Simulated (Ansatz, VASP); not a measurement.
**BiTe: VASP beside Ansatz**

File INCAR:

```
  PREC = Accurate
  ENCUT = 600
  EDIFF = 1E-7
  ISMEAR = 0
  SIGMA = 0.1
  LREAL = F
  LASPH = T
  NELM = 60
  ALGO = Normal
  ISIF = 3
  LWAVE = F
  LCHARG = F
  GGA = PE
  IBRION = 2
  NSW = 90
  EDIFFG = -0.04
```

The input KPOINTS:

```
regular mesh
0
Gamma
  6 6 4
```

POSCAR

```
BiTe
1.0
    3.9495951700      0.0000000000      0.0000000000
   -1.9747975800      3.4204497500      0.0000000000
    0.0000000000      0.0000000000      5.0268952600
Bi Te
1 1
Direct
    0.3333333300      0.6666666700      0.5000000000
    0.0000000000      0.0000000000      0.0000000000
```

Input for Ansatz:

```yaml
crystal:
  lattice:
    - [3.94959517, 0.0, 0.0]
    - [-1.97479758, 3.42044975, 0.0]
    - [0.0, 0.0, 5.02689526]
  atoms:
    - { symbol: Bi, position: [0.33333333, 0.66666667, 0.5] }
    - { symbol: Te, position: [0.0, 0.0, 0.0] }
basis:
  ecutwfc: 420
kpoints:
  mp_grid: { grid: [6, 6, 4] }
hamiltonian:
  xc: pbe
scf:
  occupations: { method: gaussian, width: 0.1 }
  lower_state_search: "off"
output:
  forces: true
  stress: true
  eigenvalues: true
relax:
  adjacent_minimum: "off"
  f_tol: 0.04
  max_steps: 70
  cell: { stress_tol: 0.4 }
```

Alike in both runs: task relaxation of cell and atoms; functional PBE; k mesh 6 × 6 × 4; occupations gaussian, width 0.1 eV; no spin polarisation.

```csv
,VASP,Ansatz
version,VASP 6.6.1,Ansatz 0.2.0
potentials or method,"VASP PAW PBE potentials, release 64 (Bi_d, Te), cutoff 600 eV","scalar-relativistic, plane waves, PAW"
valence electrons in the cell,21,31
```

|  | VASP | Ansatz | Ansatz less VASP |
| --- | --- | --- | --- |
| gap on the k mesh at the Fermi level, each at its own relaxed structure (eV) | none | none | - |
| relaxed volume (Å³/atom) | 33.65 | 33.28 | -0.363 |
| relaxed length of the cell vector where the two differ most in proportion (Å) | 4.222 | 4.181 | -0.0411 |

A gap of «none» marks a metal or a gap that the smearing closes. VASP's potentials hold 21 valence electrons a cell and Ansatz's 31, so a difference there can come from the potentials and not from the codes.

Neither program's run includes spin-orbit coupling.
